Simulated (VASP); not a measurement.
# BeZn4O (P4/mmm) in VASP: further runs

Runs on BeZn4O. Level: PBE. Tasks: single point, relaxation of cell and atoms.

Program: VASP 6.6.1. These are calculated values, not measurements. Logs are shortened: lines on timing, memory, paths and dates and some standing lists are left out, and cuts for length are marked.

## (1) The cell of the first run

Symmetry: P4/mmm, No. 123, tetragonal system. The conventional cell has a = 3.933 Å, b = 3.933 Å, c = 5.405 Å, α = 90.00°, β = 90.00°, γ = 90.00°. Within 3.2 Å of Be (site symmetry 4/mmm) lie 8 Zn at 2.45 Å and 4 O at 2.78 Å. Zn (site symmetry 2mm) has 2 Be at 2.45 Å and 2 O at 2.45 Å and 6 Zn at 2.50 to 2.91 Å within 3.2 Å. O (site symmetry 4/mmm) has 8 Zn at 2.45 Å and 4 Be at 2.78 Å within 3.2 Å.

## (2) Single point, PBE

INCAR

```
PREC = Accurate
ENCUT = 520
EDIFF = 1E-6
ISMEAR = 0
SIGMA = 0.1
LREAL = F
LASPH = T
NELM = 100
ALGO = Normal
ISIF = 2
LWAVE = F
LCHARG = T
GGA = PE
LELF = T
LVHAR = T
NBANDS = 37
```

KPOINTS

```
regular mesh
0
Gamma
  4 4 4
```

POSCAR

```
BeZn4O
1.0
    3.9334005432      0.0000000000      0.0000000000
    0.0000000000      3.9334005432      0.0000000000
    0.0000000000      0.0000000000      5.4049946094
Be Zn O
1 4 1
Direct
    0.5000000000      0.5000000000      0.0000000000
    0.0000000000      0.5000000000      0.7309008010
    0.5000000000      0.0000000000      0.2690991990
    0.0000000000      0.5000000000      0.2690991990
    0.5000000000      0.0000000000      0.7309008010
    0.0000000000      0.0000000000      0.0000000000
```

Potentials or basis: VASP PAW PBE potentials, release 64 (Be, Zn, O).

The run is started by

```
$ cat potpaw_PBE.64/Be/POTCAR potpaw_PBE.64/Zn/POTCAR potpaw_PBE.64/O/POTCAR > POTCAR
$ mpirun -np 1 vasp_std > vasp.out
```

OUTCAR:

```text
PREC = Accurate
   ENCUT = 520
   EDIFF = 1E-6
   ISMEAR = 0
   LREAL = F
   LASPH = T
   NELM = 100
   ISIF = 2
   GGA = PE

 ion  position               nearest neighbor table
   1  0.500  0.500  0.000-   2 2.45   3 2.45   4 2.45   5 2.45   3 2.45   5 2.45   2 2.45   4 2.45

   2  0.000  0.500  0.731-   1 2.45   6 2.45   6 2.45   1 2.45   4 2.50   5 2.78   5 2.78   5 2.78
                             5 2.78   4 2.91
   3  0.500  0.000  0.269-   1 2.45   6 2.45   1 2.45   6 2.45   5 2.50   4 2.78   4 2.78   4 2.78
                             4 2.78   5 2.91
   4  0.000  0.500  0.269-   1 2.45   6 2.45   6 2.45   1 2.45   2 2.50   3 2.78   3 2.78   3 2.78
                             3 2.78   2 2.91
   5  0.500  0.000  0.731-   1 2.45   6 2.45   1 2.45   6 2.45   3 2.50   2 2.78   2 2.78   2 2.78
                             2 2.78   3 2.91
   6  0.000  0.000  0.000-   2 2.45   3 2.45   4 2.45   5 2.45   2 2.45   4 2.45   3 2.45   5 2.45

  LATTYP: Found a simple tetragonal cell.
 ALAT       =     3.9334005432
 C/A-ratio  =     1.3741276918

  Lattice vectors:

 A1 = (   3.9334005432,   0.0000000000,   0.0000000000)
 A2 = (   0.0000000000,   3.9334005432,   0.0000000000)
 A3 = (   0.0000000000,   0.0000000000,   5.4049946094)

Analysis of symmetry for initial positions (statically):
=====================================================================
 Subroutine PRICEL returns:
 Original cell was already a primitive cell.

 Routine SETGRP: Setting up the symmetry group for a
 simple tetragonal supercell.

 Subroutine GETGRP returns: Found 16 space group operations
 (whereof 16 operations were pure point group operations)
 out of a pool of 16 trial point group operations.

The static configuration has the point symmetry D_4h.

Analysis of symmetry for dynamics (positions and initial velocities):
=====================================================================
 Subroutine PRICEL returns:
 Original cell was already a primitive cell.

 Routine SETGRP: Setting up the symmetry group for a
 simple tetragonal supercell.

 Subroutine GETGRP returns: Found 16 space group operations
 (whereof 16 operations were pure point group operations)
 out of a pool of 16 trial point group operations.

The dynamic configuration has the point symmetry D_4h.

 Subroutine INISYM returns: Found 16 space group operations
 (whereof 16 operations are pure point group operations),
 and found     1 'primitive' translations

----------------------------------------------------------------------------------------

                                     Primitive cell

  volume of cell :      83.6241

  direct lattice vectors                    reciprocal lattice vectors
     3.933400543  0.000000000  0.000000000     0.254232944  0.000000000  0.000000000
     0.000000000  3.933400543  0.000000000     0.000000000  0.254232944  0.000000000
     0.000000000  0.000000000  5.404994609     0.000000000  0.000000000  0.185014061

  length of vectors
     3.933400543  3.933400543  5.404994609     0.254232944  0.254232944  0.185014061

  position of ions in fractional coordinates (direct lattice)
     0.500000000  0.500000000  0.000000000
     0.000000000  0.500000000  0.730900801
     0.500000000  0.000000000  0.269099199
     0.000000000  0.500000000  0.269099199
     0.500000000  0.000000000  0.730900801
     0.000000000  0.000000000  0.000000000

  ion indices of the primitive-cell ions
   primitive index   ion index
                 1           1
                 2           2
                 3           3
                 4           4
                 5           5
                 6           6

----------------------------------------------------------------------------------------

 KPOINTS: regular mesh

Automatic generation of k-mesh.
 Grid dimensions read from file:
 generate k-points for:    4    4    4

 Generating k-lattice:

  Cartesian coordinates                     Fractional coordinates (reciprocal lattice)
     0.063558236  0.000000000  0.000000000     0.250000000  0.000000000  0.000000000
     0.000000000  0.063558236  0.000000000     0.000000000  0.250000000  0.000000000
     0.000000000  0.000000000  0.046253515     0.000000000  0.000000000  0.250000000

  Length of vectors
     0.063558236  0.063558236  0.046253515

  Shift w.r.t. Gamma in fractional coordinates (k-lattice)
     0.000000000  0.000000000  0.000000000

 Subroutine IBZKPT returns following result:
 ===========================================

 Found     18 irreducible k-points:

 Following reciprocal coordinates:
            Coordinates               Weight
  0.000000  0.000000  0.000000      1.000000
  0.250000  0.000000  0.000000      4.000000
  0.500000  0.000000  0.000000      2.000000
  0.250000  0.250000  0.000000      4.000000
  0.500000  0.250000  0.000000      4.000000
  0.500000  0.500000  0.000000      1.000000
[... 10 lines left out ...]
  0.500000  0.250000  0.500000      4.000000
  0.500000  0.500000  0.500000      1.000000
   k-points           NKPTS =     18   k-points in BZ     NKDIM =     18   number of bands    NBANDS=     37
   number of dos      NEDOS =    301   number of ions     NIONS =      6
   total plane-waves  NPLWV =  36000
   dimension x,y,z NGX =    30 NGY =   30 NGZ =   40
   dimension x,y,z NGXF=    60 NGYF=   60 NGZF=   80
   ions per type =               1   4   1
   NGX,Y,Z   is equivalent  to a cutoff of  12.68, 12.68, 12.30 a.u.
   NGXF,Y,Z  is equivalent  to a cutoff of  25.36, 25.36, 24.61 a.u.
 SYSTEM =  unknown system
   PREC   = accura    normal or accurate (medium, high low for compatibility)
   ISTART =      0    job   : 0-new  1-cont  2-samecut
   ICHARG =      2    charge: 1-file 2-atom 10-const
   ISPIN  =      1    spin polarized calculation?
   LNONCOLLINEAR =      F non collinear calculations
   LSORBIT =      F    spin-orbit coupling
   LASPH  =      T    aspherical Exc in radial PAW
   ENCUT  =  520.0 eV  38.22 Ry    6.18 a.u.   7.31  7.31 10.05*2*pi/ulx,y,z
   NELM   =    100;   NELMIN=  2; NELMDL= -5     # of ELM steps
   EDIFF  = 0.1E-05   stopping-criterion for ELM
   LREAL  =      F    real-space projection
   EDIFFG = 0.1E-04   stopping-criterion for IOM
   NSW    =      0    number of steps for IOM
   IBRION =     -1    ionic relax: 0-MD 1-quasi-New 2-CG
   NFREE  =      0    steps in history (QN), initial steepest desc. (CG)
   ISIF   =      2    stress and relaxation
   ISYM   =      2    0-nonsym 1-usesym 2-fastsym
   POTIM  = 0.5000    time-step for ionic-motion
   TEBEG  =    0.0;   TEEND  =   0.0 temperature during run
   PSTRESS=    0.0 pullay stress
   NELECT =      56.0000    total number of electrons
   NUPDOWN=      -1.0000    fix difference up-down
   EMIN   =  10.00;   EMAX   =-10.00  energy-range for DOS
   EFERMI =   0.00;   METHOD = LEGACY
   ISMEAR =     0;   SIGMA  =   0.10  broadening in eV -4-tet -1-fermi 0-gaus
   EFERMI_NEDOS =   21; number of points for ismear=-14 and -15
   IALGO  =     38    algorithm
   IMIX   =      4    mixing-type and parameters
     AMIX     =   0.40;   BMIX     =  1.00
     AMIX_MAG =   1.60;   BMIX_MAG =  1.00
  volume/ion in A,a.u.               =      13.94        94.05
  Fermi-wavevector in a.u.,A,eV,Ry     =   1.432277  2.706611 27.911222  2.051417
  Thomas-Fermi vector in A             =   2.551922
   LORBIT       =      0    0 simple, 1 ext, 2 COOP (PROOUT), +10 PAW based schemes
   GGA     = PE    functional components
   LHFCALC =     F    Hartree Fock is set to
   AEXX    =    0.0000 exact exchange contribution
   IVDW    =     0    specifies the selected vdW correction
   LEPSILON=     F    determine dielectric tensor
   LRPA    =     F    only Hartree local field effects (RPA)
 non-spin polarized calculation
 Gauss-broadening in eV      SIGMA  =   0.10
  energy-cutoff  :      520.00
  volume of cell :       83.62
 maximum number of plane-waves:      2284
 NGX is ok and might be reduce to    30
   NGX = 15   NGY = 15   NGZ = 21

 number of electron      55.9999929 magnetization

 Free energy of the ion-electron system (eV)
  ---------------------------------------------------
  ext. energy  EPLUGINS =         0.00000000
  ---------------------------------------------------
  free energy    TOTEN  =       -12.40540529 eV

  energy without entropy =      -12.39396005  energy(sigma->0) =      -12.39968267

 E-fermi :   2.6128     XC(G=0): -10.9694

 val. band max:        2.5548755906   @ k =   0.2500   0.0000   0.2500
 cond. band min:       2.6898321611   @ k =   0.2500   0.2500   0.5000
 fundamental gap:      0.1349565705
 Fermi energy:         2.6127705626

 k-point     1 :       0.0000    0.0000    0.0000
  band No.  band energies     occupation
      1     -15.5512      2.00000
      2      -5.6884      2.00000
      3      -5.0622      2.00000
      4      -5.0571      2.00000
      5      -5.0571      2.00000
      6      -5.0110      2.00000
[... 29 lines left out ...]
     36       9.1306      0.00000
     37       9.7106      0.00000

 k-point     2 :       0.2500    0.0000    0.0000
  band No.  band energies     occupation
      1     -15.5018      2.00000
      2      -5.6518      2.00000
      3      -4.9684      2.00000
      4      -4.9649      2.00000
      5      -4.9388      2.00000
      6      -4.8487      2.00000
[... 29 lines left out ...]
     36       9.9609      0.00000
     37      11.5810      0.00000

 k-point     3 :       0.5000    0.0000    0.0000
  band No.  band energies     occupation
      1     -15.4514      2.00000
      2      -5.6241      2.00000
      3      -4.9581      2.00000
      4      -4.8662      2.00000
      5      -4.7922      2.00000
      6      -4.7022      2.00000
[... 29 lines left out ...]
     36      10.2277      0.00000
     37      10.4104      0.00000
[... 521 lines left out ...]
 k-point    17 :       0.5000    0.2500    0.5000
  band No.  band energies     occupation
      1     -15.4042      2.00000
      2      -5.1763      2.00000
      3      -4.7917      2.00000
      4      -4.7543      2.00000
      5      -4.7348      2.00000
      6      -4.6900      2.00000
[... 29 lines left out ...]
     36      10.1993      0.00000
     37      11.2958      0.00000

 k-point    18 :       0.5000    0.5000    0.5000
  band No.  band energies     occupation
      1     -15.3607      2.00000
      2      -4.9528      2.00000
      3      -4.9528      2.00000
      4      -4.8836      2.00000
      5      -4.7852      2.00000
      6      -4.7821      2.00000
[... 29 lines left out ...]
     36      10.3369      0.00000
     37      10.3369      0.00000

------------------------ aborting loop because EDIFF is reached ----------------------------------------

  FORCE on cell =-STRESS in cart. coord.  units (eV):
  Direction    XX          YY          ZZ          XY          YZ          ZX
  --------------------------------------------------------------------------------------
  -------------------------------------------------------------------------------------
  Total        0.0633812      0.0633812      0.2554189      0.0000000      0.0000000      0.0000000
  in kB        1.2143384      1.2143384      4.8936407      0.0000000      0.0000000      0.0000000
  external PRESSURE =       2.4407725 kB  Pullay stress =       0.0000000 kB

 VOLUME and BASIS-vectors are now :
 -----------------------------------------------------------------------------
  energy-cutoff  :      520.00
  volume of cell :       83.62
      direct lattice vectors                 reciprocal lattice vectors
     3.933400543  0.000000000  0.000000000     0.254232944  0.000000000  0.000000000
     0.000000000  3.933400543  0.000000000     0.000000000  0.254232944  0.000000000
     0.000000000  0.000000000  5.404994609     0.000000000  0.000000000  0.185014061

 POSITION                                       TOTAL-FORCE (eV/Angst)
 -----------------------------------------------------------------------------------
      1.96670      1.96670      0.00000         0.000000      0.000000      0.000000
      0.00000      1.96670      3.95051        -0.000000     -0.000000     -0.027905
      1.96670      0.00000      1.45448         0.000000      0.000000      0.027905
      0.00000      1.96670      1.45448         0.000000     -0.000000      0.027905
      1.96670      0.00000      3.95051        -0.000000      0.000000     -0.027905
      0.00000      0.00000      0.00000         0.000000      0.000000      0.000000
 -----------------------------------------------------------------------------------
    total drift:                                0.000000      0.000000     -0.000000

  FREE ENERGIE OF THE ION-ELECTRON SYSTEM (eV)
  ---------------------------------------------------
  free  energy   TOTEN  =       -12.4054052918 eV

  energy  without entropy=      -12.3939600488  energy(sigma->0) =      -12.39968267
```

Run time: 53 s. Hardware: 1 thread of Intel Xeon Platinum 8488C (Sapphire Rapids), shared host; peak memory 0.2 GiB.

Results:

| Quantity | Value |
| --- | --- |
| Free energy | -12.4054 eV |
| Pressure | 0.2 GPa |
| Largest force | 0.028 eV/Å |
| Band gap on the k mesh | zero (band 28 reaches 4.63 eV, above the bottom of band 29 at 2.15 eV) |

Forces in eV/Å, atoms in the order of the input:
```
Be   0.000  0.000  0.000
Zn   0.000  0.000 -0.028
Zn   0.000  0.000  0.028
Zn   0.000  0.000  0.028
Zn   0.000  0.000 -0.028
O    0.000  0.000  0.000
```

Levels at points of the mesh, in eV from the Fermi level:
```csv
k point,band 24,band 25,band 26,band 27,band 28,band 29,band 30,band 31,band 32,band 33
"(0.00, 0.00, 0.00)",-3.87,-3.87,-2.54,-0.55,0.88,1.50,1.50,4.15,4.45,4.45
"(0.50, 0.00, 0.00)",-4.24,-3.30,-2.61,-2.31,-0.23,0.73,1.30,1.98,5.33,5.96
"(0.50, 0.50, 0.00)",-4.24,-3.99,-1.45,-1.45,-1.01,-0.46,1.28,1.28,2.13,2.13
"(0.00, 0.00, 0.50)",-3.59,-3.59,-2.45,1.56,2.01,2.01,2.09,2.16,2.36,2.36
"(0.50, 0.00, 0.50)",-5.08,-3.39,-3.20,-1.49,-0.86,1.79,2.91,4.83,4.88,5.18
"(0.50, 0.50, 0.50)",-4.59,-3.09,-2.67,-2.49,-2.49,0.92,0.92,1.72,2.65,6.67
```

Caveat: the k points lie up to 0.40 Å⁻¹ apart.

(Part 1 of 2 ends here.)
